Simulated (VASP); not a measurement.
Wanted: the native input for a VASP 6.6.1 run.

* Task: single point
* Functional: PBE
* Potentials or basis: VASP PAW PBE potentials, release 64 (Be)
* Cutoff: 520 eV
* k mesh: 26 × 26 × 14
* Occupations: fermi-dirac, width 0.08 eV
* Spin: no spin polarisation
* Dipole correction: no
* Further INCAR settings: ALGO = Normal; EDIFF = 1e-07; NBANDS = 9

The structure of Be lies in POSCAR:

```
Be
1.0
    1.6918907019      0.0000000000      0.0000000000
   -0.8459453509      1.4652203283      0.0000000000
    0.0000000000      0.0000000000      2.7348271770
Be
2
Direct
    0.3333333333      0.6666666667      0.2500000000
    0.6666666667      0.3333333333      0.7500000000
```

These files were run (other wordings do the same):

INCAR

```
SYSTEM = Be
PREC = Accurate
ENCUT = 520
EDIFF = 1E-7
ISMEAR = -1
SIGMA = 0.08
LREAL = .FALSE.
LASPH = .TRUE.
NELM = 100
ALGO = Normal
ISIF = 2
LWAVE = .FALSE.
LCHARG = .FALSE.
GGA = PE
NBANDS = 9
```

KPOINTS

```
regular mesh
0
G
  26 26 14
  0 0 0
```

Potentials or basis: VASP PAW PBE potentials, release 64 (Be).

Command:

```bash
$ cat potpaw_PBE.64/Be/POTCAR > POTCAR
$ mpirun -np 1 vasp_std > vasp.out
```

Results of the run:

```json
{
 "Pressure": "423.1 GPa",
 "Band gap on the k mesh": "zero (bands 2 and 3 overlap by 2.70 eV)"
}
```

Caveat: the cell stands under pressure.

Wall time 48 s on 1 thread of Intel Xeon 8259CL (shared host), peak memory 0.13 GiB.
